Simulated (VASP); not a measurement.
WC: single point with PBE

The system is WC.

```
CELL_PARAMETERS angstrom
0.00000 0.00000 5.69425
2.92173 -5.06059 0.00000
2.92173 5.06059 0.00000
ATOMIC_POSITIONS crystal
W 0.00000 0.00000 0.00000
W 0.50000 0.00000 0.00000
W 0.00000 0.50000 0.00000
W 0.50000 0.50000 0.00000
W 0.00000 0.00000 0.50000
W 0.50000 0.00000 0.50000
W 0.00000 0.50000 0.50000
W 0.50000 0.50000 0.50000
C 0.25000 0.66667 0.33333
C 0.75000 0.66667 0.33333
C 0.25000 0.16667 0.33333
C 0.75000 0.16667 0.33333
C 0.25000 0.66667 0.83333
C 0.75000 0.66667 0.83333
C 0.25000 0.16667 0.83333
C 0.75000 0.16667 0.83333
```

```
Program                : VASP 6.6.1
Task                   : single point
Functional             : PBE
Potentials or basis    : VASP PAW PBE potentials, release 64 (W_sv, C)
Cutoff                 : 520 eV
k mesh                 : 5 × 5 × 5
Occupations            : gaussian, width 0.1 eV
Spin                   : no spin polarisation
Dipole correction      : no
Further INCAR settings : LREAL = Auto; ALGO = Normal; EDIFF = 1e-06; NBANDS = 86
```

```yaml
Pressure: 1.0 GPa
Band_gap_on_the_k_mesh: zero (bands 72 and 73 overlap by 0.83 eV)
```

Stress tensor (GPa, compression positive):
```
0.99 0.00 0.00
0.00 0.99 0.00
0.00 0.00 0.89
```

Levels at points of the mesh, in eV from the Fermi level:
| k point | band 69 | band 70 | band 71 | band 72 | band 73 | band 74 | band 75 | band 76 |
| --- | --- | --- | --- | --- | --- | --- | --- | --- |
| (0.00, 0.00, 0.00) | -0.52 | 0.05 | 0.21 | 0.21 | 0.21 | 2.26 | 2.26 | 2.26 |

Run time: 3.5 min on 1 thread of Intel(R) Xeon(R) 6975P-C (Granite Rapids), on a shared host, peak memory 0.38 GiB.

Caveat: spin-orbit coupling is left out, which moves the levels of the heavy elements.
